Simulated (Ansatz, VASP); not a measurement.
Ti3SbP: VASP beside Ansatz

```xyz
5
Lattice="4.5857 0.0000 0.0000 0.0000 4.5857 0.0000 0.0000 0.0000 4.5857" Properties=species:S:1:pos:R:3 pbc="T T T"
Ti    0.0000    2.2929    2.2929
Ti    2.2929    0.0000    2.2929
Ti    2.2929    2.2929    0.0000
Sb    0.0000    0.0000    0.0000
P     2.2929    2.2929    2.2929
```

Change from the starting cell: species swapped into the GdBPd3 type (Pm-3m, No. 221).

Alike in both runs: functional PBE; k mesh 8 × 8 × 8; occupations gaussian, width 0.1 eV; collinear spin.

Ansatz relaxed the structure, and its values are those at the end. VASP's run is a single point on that final structure, the one shown.

|  | VASP | Ansatz |
| --- | --- | --- |
| version | VASP 6.6.1 | Ansatz 0.2.0 |
| potentials or method | VASP PAW PBE potentials, release 64 (Ti_sv, Sb, P), cutoff 520 eV | scalar-relativistic, plane waves, PAW |
| valence electrons in the cell | 46 | 56 |

VASP gave:

```
gap on the k mesh at the Fermi level (eV)                     : none
pressure (GPa)                                                : -0.5
net moment per atom (μB)                                      : 0.01
size of the moment on the site where the two differ most (μB) : 0.01
```

Problem. What did Ansatz give for the same quantities?

Solution. gap on the k mesh at the Fermi level (eV): none; pressure (GPa): 0.0; net moment per atom (μB): 0.38; size of the moment on the site where the two differ most (μB): 0.39.

The net moments are unlike, so the other rows may belong to different states. Site moments also hang on the region over which each program counts them. A gap of «none» marks a metal or a gap that the smearing closes. VASP's potentials hold 46 valence electrons a cell and Ansatz's 56, so a difference there can come from the potentials and not from the codes.

Neither program's run includes spin-orbit coupling.
